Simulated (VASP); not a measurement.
A run of VASP 6.6.1 is set up as follows.

Contents of INCAR:

```
PREC = Accurate ; ENCUT = 520
EDIFF = 1E-7 ; ISMEAR = -1
SIGMA = 0.031 ; LREAL = False
LASPH = True ; NELM = 150
ALGO = Normal ; ISIF = 2
LWAVE = False ; LCHARG = False
ISPIN = 2 ; MAGMOM = 0 0.9
LORBIT = 11 ; GGA = RE
NBANDS = 19 ; NELECT = 15.0
```

KPOINTS

```
regular mesh
0
Gamma
  5 5 5
```

POSCAR

```
KCl
1.0
    0.0000000000      3.1649811200      3.1649811200
    3.1649811200      0.0000000000      3.1649811200
    3.1649811200      3.1649811200      0.0000000000
K Cl
1 1
Direct
    0.0000000000      0.0000000000      0.0000000000
    0.5000000000      0.5000000000      0.5000000000
```

Potentials or basis: VASP PAW PBE potentials, release 64 (K_sv, Cl).

Launch:

```console
$ cat potpaw_PBE.64/K_sv/POTCAR potpaw_PBE.64/Cl/POTCAR > POTCAR
$ mpirun -np 1 vasp_std > vasp.out
```

Task: Predict the site moments.

Result: K +0.01; Cl +0.72 μB.

Task: Estimate the net moment.

Result: 1.00 μB per cell.
